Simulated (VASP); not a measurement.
# AlCo (CsCl type) (Pm-3m) in VASP: a series of runs, part 2 of 2

VASP 6.6.1. The steps go on from the part before.

### 5 Single point, HSE06

This run uses another cell than the first one, of 11.34 Å³/atom.

Contents of POSCAR:

```
AlCo
1.0
    2.8308719069      0.0000000000      0.0000000000
    0.0000000000      2.8308719069      0.0000000000
    0.0000000000      0.0000000000      2.8308719069
Co Al
1 1
Direct
    0.0000000000      0.0000000000      0.0000000000
    0.5000000000      0.5000000000      0.5000000000
```

Contents of INCAR.step1:

```
SYSTEM = AlCo
  ALGO = Normal
  EDIFF = 1E-5
  ENCUT = 510
  GGA = PE
  GGA_COMPAT = .False.
  ISIF = 2
  ISMEAR = -1
  LASPH = .True.
  LCHARG = .False.
  LREAL = .False.
  LWAVE = .True.
  NBANDS = 17
  NELM = 120
  PREC = Accurate
  SIGMA = 0.1
```

Contents of INCAR.step2:

```
SYSTEM = AlCo
  ALGO = Normal
  EDIFF = 1E-6
  ENCUT = 510
  GGA = PE
  GGA_COMPAT = .False.
  HFSCREEN = 0.2079
  ISIF = 2
  ISMEAR = -1
  ISTART = 1
  LASPH = .True.
  LCHARG = .False.
  LHFCALC = .True.
  LREAL = .False.
  LWAVE = .False.
  NBANDS = 17
  NELM = 120
  PREC = Accurate
  PRECFOCK = Normal
  SIGMA = 0.1
```

Contents of KPOINTS:

```
k-points
0
Gamma
  4 4 4
  0 0 0
```

Potentials or basis: VASP PAW PBE potentials, release 64 (Co_sv, Al).

On the command line:

```sh
cat potpaw_PBE.64/Co_sv/POTCAR potpaw_PBE.64/Al/POTCAR > POTCAR
cp INCAR.step1 INCAR
mpirun -np 1 vasp_std > vasp.out
cp INCAR.step2 INCAR
mpirun -np 1 vasp_std > vasp.out
```

OUTCAR:

```text
SYSTEM = AlCo
   EDIFF = 1E-6
   ENCUT = 510
   GGA = PE
   HFSCREEN = 0.2079
   ISIF = 2
   ISMEAR = -1
   ISTART = 1
   LASPH = .True.
   LHFCALC = .True.
   LREAL = .False.
   NELM = 120
   PREC = Accurate
   PRECFOCK = Normal

 ion  position               nearest neighbor table
   1  0.000  0.000  0.000-   2 2.45   2 2.45   2 2.45   2 2.45   2 2.45   2 2.45   2 2.45   2 2.45

   2  0.500  0.500  0.500-   1 2.45   1 2.45   1 2.45   1 2.45   1 2.45   1 2.45   1 2.45   1 2.45

  LATTYP: Found a simple cubic cell.
 ALAT       =     2.8308719069

  Lattice vectors:

 A1 = (   2.8308719069,   0.0000000000,   0.0000000000)
 A2 = (   0.0000000000,   2.8308719069,   0.0000000000)
 A3 = (   0.0000000000,   0.0000000000,   2.8308719069)

Analysis of symmetry for initial positions (statically):
=====================================================================
 Subroutine PRICEL returns:
 Original cell was already a primitive cell.

 Routine SETGRP: Setting up the symmetry group for a
 simple cubic supercell.

 Subroutine GETGRP returns: Found 48 space group operations
 (whereof 48 operations were pure point group operations)
 out of a pool of 48 trial point group operations.

The static configuration has the point symmetry O_h .

Analysis of symmetry for dynamics (positions and initial velocities):
=====================================================================
 Subroutine PRICEL returns:
 Original cell was already a primitive cell.

 Routine SETGRP: Setting up the symmetry group for a
 simple cubic supercell.

 Subroutine GETGRP returns: Found 48 space group operations
 (whereof 48 operations were pure point group operations)
 out of a pool of 48 trial point group operations.

The dynamic configuration has the point symmetry O_h .

 Subroutine INISYM returns: Found 48 space group operations
 (whereof 48 operations are pure point group operations),
 and found     1 'primitive' translations

----------------------------------------------------------------------------------------

                                     Primitive cell

  volume of cell :      22.6861

  direct lattice vectors                    reciprocal lattice vectors
     2.830871907  0.000000000  0.000000000     0.353248057  0.000000000  0.000000000
     0.000000000  2.830871907  0.000000000     0.000000000  0.353248057  0.000000000
     0.000000000  0.000000000  2.830871907     0.000000000  0.000000000  0.353248057

  length of vectors
     2.830871907  2.830871907  2.830871907     0.353248057  0.353248057  0.353248057

  position of ions in fractional coordinates (direct lattice)
     0.000000000  0.000000000  0.000000000
     0.500000000  0.500000000  0.500000000

  ion indices of the primitive-cell ions
   primitive index   ion index
                 1           1
                 2           2

[... 28 lines left out ...]
  0.000000  0.000000  0.000000      1.000000
  0.250000  0.000000  0.000000      6.000000
  0.500000  0.000000  0.000000      3.000000
  0.250000  0.250000  0.000000     12.000000
  0.500000  0.250000  0.000000     12.000000
  0.500000  0.500000  0.000000      3.000000
  0.250000  0.250000  0.250000      8.000000
  0.500000  0.250000  0.250000     12.000000
  0.500000  0.500000  0.250000      6.000000
  0.500000  0.500000  0.500000      1.000000
   k-points           NKPTS =     10   k-points in BZ     NKDIM =     64   number of bands    NBANDS=     17
   number of dos      NEDOS =    301   number of ions     NIONS =      2
   total plane-waves  NPLWV =  13824
   dimension x,y,z NGX =    24 NGY =   24 NGZ =   24
   dimension x,y,z NGXF=    48 NGYF=   48 NGZF=   48
   ions per type =               1   1
   NGX,Y,Z   is equivalent  to a cutoff of  14.09, 14.09, 14.09 a.u.
   NGXF,Y,Z  is equivalent  to a cutoff of  28.19, 28.19, 28.19 a.u.
 SYSTEM =  AlCo
   PREC   = accura    normal or accurate (medium, high low for compatibility)
   ISTART =      1    job   : 0-new  1-cont  2-samecut
   ICHARG =      0    charge: 1-file 2-atom 10-const
   ISPIN  =      1    spin polarized calculation?
   LNONCOLLINEAR =      F non collinear calculations
   LSORBIT =      F    spin-orbit coupling
   LASPH  =      T    aspherical Exc in radial PAW
   ENCUT  =  510.0 eV  37.48 Ry    6.12 a.u.   5.21  5.21  5.21*2*pi/ulx,y,z
   NELM   =    120;   NELMIN=  2; NELMDL=  0     # of ELM steps
   EDIFF  = 0.1E-05   stopping-criterion for ELM
   LREAL  =      F    real-space projection
   EDIFFG = 0.1E-04   stopping-criterion for IOM
   NSW    =      0    number of steps for IOM
   IBRION =     -1    ionic relax: 0-MD 1-quasi-New 2-CG
   NFREE  =      0    steps in history (QN), initial steepest desc. (CG)
   ISIF   =      2    stress and relaxation
   ISYM   =      3    0-nonsym 1-usesym 2-fastsym
   POTIM  = 0.5000    time-step for ionic-motion
   TEBEG  =    0.0;   TEEND  =   0.0 temperature during run
   PSTRESS=    0.0 pullay stress
   NELECT =      20.0000    total number of electrons
   NUPDOWN=      -1.0000    fix difference up-down
   EMIN   =  10.00;   EMAX   =-10.00  energy-range for DOS
   EFERMI =   0.00;   METHOD = LEGACY
   ISMEAR =    -1;   SIGMA  =   0.10  broadening in eV -4-tet -1-fermi 0-gaus
   EFERMI_NEDOS =   21; number of points for ismear=-14 and -15
   IALGO  =     38    algorithm
   IMIX   =      1    mixing-type and parameters
     AMIX     =   0.40;   BMIX     =  1.00
     AMIX_MAG =   1.60;   BMIX_MAG =  1.00
  volume/ion in A,a.u.               =      11.34        76.55
  Fermi-wavevector in a.u.,A,eV,Ry     =   1.569753  2.966403 33.526442  2.464124
  Thomas-Fermi vector in A             =   2.671588
   LORBIT       =      0    0 simple, 1 ext, 2 COOP (PROOUT), +10 PAW based schemes
   GGA     = PE    functional components
   LHFCALC =     T    Hartree Fock is set to
   PRECFOCK=normal    Normal, Fast or Accurate (Low or Medium for compatibility)
   ENCUT4O =  -1.0   cutoff for four orbital integrals eV
   NKREDX  =     1    reduce k-point grid by
   NKREDY  =     1    reduce k-point grid by
   NKREDZ  =     1    reduce k-point grid by
   AEXX    =    0.2500 exact exchange contribution
   HFSCREEN=    0.2079 screening length (either q_TF or 0.3 A-1)
   HFSCREENC=   0.2079 screening length for correlation (either q_TF or 0.3 A-1)
   ENCUTFOCK=  -1.0 apply spherical cutoff to Coloumb kernel
   IVDW    =     0    specifies the selected vdW correction
   LEPSILON=     F    determine dielectric tensor
   LRPA    =     F    only Hartree local field effects (RPA)
 non-spin polarized calculation
  energy-cutoff  :      510.00
  volume of cell :       22.69
 maximum number of plane-waves:       624
 NGX is ok and might be reduce to    24
  NGX = 16; NGY = 16; NGZ = 16

 number of electron      19.9999973 magnetization

 Free energy of the ion-electron system (eV)
  ---------------------------------------------------
  ext. energy  EPLUGINS =         0.00000000
  ---------------------------------------------------
  free energy    TOTEN  =       -14.17353669 eV

  energy without entropy =      -14.14652220  energy(sigma->0) =      -14.16002945

 E-fermi :  11.5089     XC(G=0): -10.2629

 val. band max:       11.1662457744   @ k =   0.5000   0.5000   0.2500
 cond. band min:      11.5440817014   @ k =   0.5000   0.5000   0.5000
 fundamental gap:      0.3778359270
 Fermi energy:        11.5088594506

 k-point     1 :       0.0000    0.0000    0.0000
  band No.  band energies     occupation
      1     -89.2922      2.00000
      2     -50.9346      2.00000
      3     -50.9346      2.00000
      4     -50.9346      2.00000
      5      -1.1415      2.00000
      6       7.7527      2.00000
[... 177 lines left out ...]
      4     -50.9969      2.00000
      5       5.9566      2.00000
      6       5.9566      2.00000
[... 9 lines left out ...]
     16      17.2242      0.00000
     17      22.1431      0.00000

------------------------ aborting loop because EDIFF is reached ----------------------------------------

  FORCE on cell =-STRESS in cart. coord.  units (eV):
  Direction    XX          YY          ZZ          XY          YZ          ZX
  --------------------------------------------------------------------------------------
  -------------------------------------------------------------------------------------
  Total       -0.6124282     -0.6124282     -0.6124282     -0.0000000      0.0000000      0.0000000
  in kB      -43.2518910    -43.2518910    -43.2518910     -0.0000000      0.0000000      0.0000000
  external PRESSURE =     -43.2518910 kB  Pullay stress =       0.0000000 kB

 VOLUME and BASIS-vectors are now :
 -----------------------------------------------------------------------------
  energy-cutoff  :      510.00
  volume of cell :       22.69
      direct lattice vectors                 reciprocal lattice vectors
     2.830871907  0.000000000  0.000000000     0.353248057  0.000000000  0.000000000
     0.000000000  2.830871907  0.000000000     0.000000000  0.353248057  0.000000000
     0.000000000  0.000000000  2.830871907     0.000000000  0.000000000  0.353248057

 POSITION                                       TOTAL-FORCE (eV/Angst)
 -----------------------------------------------------------------------------------
      0.00000      0.00000      0.00000         0.000000      0.000000      0.000000
      1.41544      1.41544      1.41544         0.000000      0.000000      0.000000
 -----------------------------------------------------------------------------------
    total drift:                                0.000092      0.000073      0.000080

  FREE ENERGIE OF THE ION-ELECTRON SYSTEM (eV)
  ---------------------------------------------------
  free  energy   TOTEN  =       -14.1735366875 eV

  energy  without entropy=      -14.1465222049  energy(sigma->0) =      -14.16002945
```

Run time: 3.1 min. Hardware: 1 thread of AMD EPYC 9R45 (Zen 5), shared host; peak memory 0.21 GiB.

Results:

```yaml
Free_energy: -14.1735 eV
Pressure: -4.3 GPa
Band_gap_on_the_k_mesh: zero (bands 10 and 11 overlap by 2.52 eV)
```

Levels at points of the mesh, in eV from the Fermi level:
```tsv
k point	band 8	band 9	band 10	band 11	band 12	band 13
(0.00, 0.00, 0.00)	-2.45	-2.45	-2.45	6.83	6.83	6.83
(0.50, 0.00, 0.00)	-3.37	-3.08	-2.34	0.75	9.29	11.80
(0.50, 0.50, 0.00)	-3.20	-3.16	-3.16	0.12	3.32	3.61
(0.50, 0.50, 0.50)	0.04	0.04	2.61	2.61	2.61	5.00
```

Caveat: the k points lie up to 0.55 Å⁻¹ apart, too coarse for converged energies and pressures of a metal; the PAW data sets were made with another functional, which shifts forces and pressure a little; the run has no spin polarisation, though such a crystal can be magnetic. Spin polarisation is off, so any magnetic state and its effect on volume and gap are missing.

### 6 Summary

```tsv
cell	gap on the mesh (eV)	pressure (GPa)
a = 2.888 Å, 2 atoms	none	-13.9
a = 2.859 Å, 2 atoms	none	-9.4
a = 2.802 Å, 2 atoms	none	2.0
a = 2.831 Å, 2 atoms	none	-4.3
```

Alike in all rows: task single point; level HSE06; potentials or basis VASP PAW PBE potentials, release 64 (Co_sv, Al); no spin polarisation; k mesh 4 × 4 × 4; cutoff (eV) 510; smearing fermi-dirac 0.1 eV.

Caveats: all runs use coarse meshes; the PAW data sets were made with another functional, which shifts forces and pressure a little; the run has no spin polarisation, though such a crystal can be magnetic.

Total energies depend on the potentials used, so only differences within one code and one set of settings carry meaning.

The gap in the log of VASP goes by the Fermi energy; the results here count the filled bands.